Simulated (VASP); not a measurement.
Write the native input for VASP 6.6.1 that does the following.

| Item | Value |
| --- | --- |
| Task | single point |
| Functional | PBE |
| Potentials or basis | VASP PAW PBE potentials, release 64 (Rb_sv) |
| Cutoff | 520 eV |
| k mesh | 6 × 6 × 6 |
| Occupations | methfessel-paxton, width 0.05 eV |
| Spin | no spin polarisation |
| Dipole correction | no |
| Further INCAR settings | ALGO = Normal; EDIFF = 1e-06; NBANDS = 10 |

The structure of Rb lies in POSCAR:

```
Rb
1.0
   -2.9545118600      2.9545118600      2.7308452000
    2.9545118600     -2.9545118600      2.7308452000
    2.9545118600      2.9545118600     -2.7308452000
Rb
1
Direct
    0.0000000000      0.0000000000      0.0000000000
```

One way to write it, as run:

INCAR

```
SYSTEM = Rb
PREC = Accurate
ENCUT = 520
EDIFF = 1E-6
ISMEAR = 1
SIGMA = 0.05
LREAL = .False.
LASPH = .True.
NELM = 100
ALGO = Normal
ISIF = 2
LWAVE = .False.
LCHARG = .False.
GGA = PE
NBANDS = 10
```

KPOINTS

```
regular mesh
0
Gamma
  6 6 6
  0 0 0
```

Potentials or basis: VASP PAW PBE potentials, release 64 (Rb_sv).

Command:

```bash
$ cat potpaw_PBE.64/Rb_sv/POTCAR > POTCAR
$ mpirun -np 1 vasp_std > vasp.out
```

It gave:

```yaml
Pressure: -0.1 GPa
```

It took 18 s on 1 thread of Intel Xeon 6975P-C, with other jobs on the host, peak memory 0.23 GiB.
